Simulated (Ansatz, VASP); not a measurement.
**One calculation of Ca, two programs**

```xyz
1
Lattice="0.0000 2.6725 2.6725 2.6725 0.0000 2.6725 2.6725 2.6725 0.0000" Properties=species:S:1:pos:R:3 pbc="T T T"
Ca    0.0000    0.0000    0.0000
```

Alike in both runs: functional LDA; k mesh 14 × 14 × 14; occupations fermi-dirac, width 0.15 eV; no spin polarisation.

Ansatz relaxed the structure, and its values are those at the end. VASP's run is a single point on that final structure, the one shown.

|  | VASP | Ansatz |
| --- | --- | --- |
| version | VASP 6.6.1 | Ansatz 0.2.0 |
| potentials or method | VASP PAW LDA potentials, release 64 (Ca_sv), cutoff 520 eV | scalar-relativistic, plane waves, PAW |
| valence electrons in the cell | 10 | 10 |

|  | VASP | Ansatz | Ansatz less VASP |
| --- | --- | --- | --- |
| gap on the k mesh at the Fermi level (eV) | none | none | - |
| pressure (GPa) | 0.0 | 0.0 | -0.04 |

Ansatz warns that its potentials were made for another functional, while VASP's fit it. LDA's correlation is that of Perdew and Zunger in VASP and of Perdew and Wang (1992) in Ansatz. A gap of «none» marks a metal or a gap that the smearing closes.
